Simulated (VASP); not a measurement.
TeAs:

```
Te As
1.0
     0.00000    2.97000    2.97000
     2.97000    0.00000    2.97000
     2.97000    2.97000    0.00000
Te As
1 1
Direct
  0.00000 0.00000 0.00000
  0.50000 0.50000 0.50000
```

```yaml
Program: VASP 6.6.1
Task: relaxation of cell and atoms
Functional: LDA
Potentials_or_basis: VASP PAW LDA potentials, release 64 (Te, As)
Cutoff: 600 eV
k_mesh: 7 × 7 × 7
Occupations: fermi-dirac, width 0.02 eV
Spin: no spin polarisation
```

At the start: pressure -4.2 GPa; volume 26.20 Å³/atom.

**Question.** Where does the relaxation end?

**Answer.** Over 3 steps the energy falls by 22.6 meV/atom and the volume is 24.56 Å³/atom (-6.2 %); space group Fm-3m (No. 225, to 0.05 Å).

The path:
```csv
step,energy change (eV),largest force (eV/Å),pressure (GPa),volume (Å³)
1,0.0000,0.0000,-4.18,52.40
2,-0.0301,0.0000,2.88,47.38
3,-0.0453,0.0000,-0.01,49.12
```

Final structure:
```
CELL_PARAMETERS angstrom
0.00000 2.90683 2.90683
2.90683 0.00000 2.90683
2.90683 2.90683 0.00000
ATOMIC_POSITIONS crystal
Te 0.00000 0.00000 0.00000
As 0.50000 0.50000 0.50000
```
